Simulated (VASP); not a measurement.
A run of VASP 6.6.1 is set up as follows.

File INCAR:

```
PREC     = Accurate       # precision mode
ENCUT    = 520            # plane-wave cutoff, eV
EDIFF    = 1E-6           # SCF threshold, eV
ISMEAR   = 0              # smearing method
SIGMA    = 0.05           # smearing width, eV
LREAL    = F              # projectors in reciprocal space
LASPH    = T              # aspherical terms in the spheres
NELM     = 100            # most SCF steps
ALGO     = Normal         # electronic algorithm
ISIF     = 2              # what is computed and relaxed
LWAVE    = F              # write WAVECAR
LCHARG   = F              # write CHGCAR
GGA      = PE             # functional
NBANDS   = 20             # bands
```

Contents of KPOINTS:

```
Automatic mesh
0
Gamma
  12 12 12
```

Contents of POSCAR:

```
SnO2
1.0
    1.6022668400      0.9250691914      4.8741482374
   -1.6022668400      0.9250691914      4.8741482374
    0.0000000000     -1.8501383828      4.8741482374
Sn O
1 2
Direct
    0.5000000000      0.5000000000      0.5000000000
    0.2291218238      0.2291218238      0.2291218238
    0.7708781762      0.7708781762      0.7708781762
```

Potentials or basis: VASP PAW PBE potentials, release 64 (Sn_d, O).

Command:

```console
$ cat potpaw_PBE.64/Sn_d/POTCAR potpaw_PBE.64/O/POTCAR > POTCAR
$ mpirun -np 1 vasp_std > vasp.out
```

(1) Estimate the band gap on the k mesh.

(2) What does it give for the pressure?

## Answers

(1) 2.35 eV (least direct gap 2.82 eV).

(2) 12.5 GPa.

Caveat: the cell differs from its parent crystal (atoms shifted along a free coordinate); the cell stands under pressure; spin-orbit coupling is left out, which moves the levels of the heavy elements; forces of over 1 eV/Å act on the atoms, so gaps and moduli don't describe the material at rest.
